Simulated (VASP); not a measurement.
Wanted: the native input for a VASP 6.6.1 run.

```yaml
Task: single point
Functional: PBE
Potentials_or_basis: VASP PAW PBE potentials, release 64 (Cr_pv)
Cutoff: 500 eV
k_mesh: 10 × 10 × 10
Occupations: fermi-dirac, width 0.08 eV
Spin: non-collinear spin, zero start, moments held on the sites
Starting_moments: "[[0.0, -0.0, 0.0], [0.0, 0.0, 0.0]] μB"
Dipole_correction: no
Constraint_on_the_moments_I_CONSTRAINED_M: 1
Penalty_LAMBDA: 10
Further_INCAR_settings: ALGO = Normal; EDIFF = 1e-06; NBANDS = 36; ISYM = -1; AMIX = 0.2; BMIX = 0.0001
```

The structure of Cr lies in POSCAR:

```
Cr
1.0
    2.8839000000      0.0000000000      0.0000000000
    0.0000000000      2.8839000000      0.0000000000
    0.0000000000      0.0000000000      2.8839000000
Cr
2
Direct
    0.0000000000      0.0000000000      0.0000000000
    0.5000000000      0.5000000000      0.5000000000
```

The input as run:

INCAR

```
ALGO = Normal ; AMIX = 0.2
AMIX_MAG = 0.8 ; BMIX = 1E-4
BMIX_MAG = 1E-4 ; EDIFF = 1E-6
ENCUT = 500 ; GGA = PE
GGA_COMPAT = False ; ISIF = 2
ISMEAR = -1 ; ISYM = -1
I_CONSTRAINED_M = 1 ; KPAR = 4
LAMBDA = 10 ; LASPH = True
LCHARG = False ; LMAXMIX = 4
LNONCOLLINEAR = True ; LORBIT = 11
LREAL = False ; LWAVE = False
MAGMOM = 0 0 0 0 0 0 ; M_CONSTR = 3 0 0 3 0 0
NBANDS = 36 ; NELM = 200
PREC = Accurate ; RWIGS = 1.39
SIGMA = 0.08
```

KPOINTS

```
k-points
0
Gamma
  10 10 10
```

Potentials or basis: VASP PAW PBE potentials, release 64 (Cr_pv).

The run is started by

```console
$ cat potpaw_PBE.64/Cr_pv/POTCAR > POTCAR
$ mpirun -np 4 vasp_ncl > vasp.out
```

It gave:

```json
{
  "Band gap on the k mesh": "zero (bands 24 and 25 overlap by 1.42 eV)",
  "Net moment": "0.00 μB per cell",
  "Valence electrons inside the program's atomic spheres": "Cr 10.98"
}
```

Caveat: moments held by a penalty.

Run time: 10 min on 4 MPI ranks on Intel(R) Xeon(R) Platinum 8259CL CPU @ 2.50GHz (Skylake/Cascade Lake) (shared host), peak memory 1 GiB a rank.
